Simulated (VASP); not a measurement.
Runs of VASP 6.6.1 on HfO2. Symmetry: Fm-3m, No. 225, cubic system. The conventional cell has a = 5.058 Å, b = 5.058 Å, c = 5.058 Å, α = 90.00°, β = 90.00°, γ = 90.00°. Hf (site symmetry m-3m) has 8 O at 2.19 Å within 2.9 Å. Within 2.9 Å of O (site symmetry -43m) lie 4 Hf at 2.19 Å and 6 O at 2.53 Å. 

```tsv
level	k mesh	smearing	grid for exact exchange (PRECFOCK)	share of exact exchange	screening parameter	gap on the mesh (eV)	pressure (GPa)
HSE06	4 × 4 × 4	gaussian 0.01 eV	Normal	0.25	0.2079 1/Å	(b)	-5.3
PBE-based screened hybrid with 75 % exact exchange	4 × 4 × 4	gaussian 0.01 eV	Normal	0.75	0.5 1/Å	(a)	-15.6
PBE-based screened hybrid with 100 % exact exchange	4 × 4 × 4	gaussian 0.01 eV	Normal	1	0.1 1/Å	12.08	-26.1
PBE	6 × 6 × 6	gaussian 0.05 eV	-	-	-	3.82	2.1
```

Alike in all rows: task single point; potentials or basis VASP PAW PBE potentials, release 64 (Hf_pv, O); no spin polarisation; cell as given; cutoff (eV) 520.

Problem. Estimate the missing entries.

Solution. (a) 6.59; (b) 5.36.

Caveats: some runs use coarse meshes; spin-orbit coupling is left out, which moves the levels of the heavy elements; the PAW data sets were made with another functional, which shifts forces and pressure a little (at least some runs).

A k mesh can miss the band edges, and the runs leave out spin-orbit coupling on Hf.
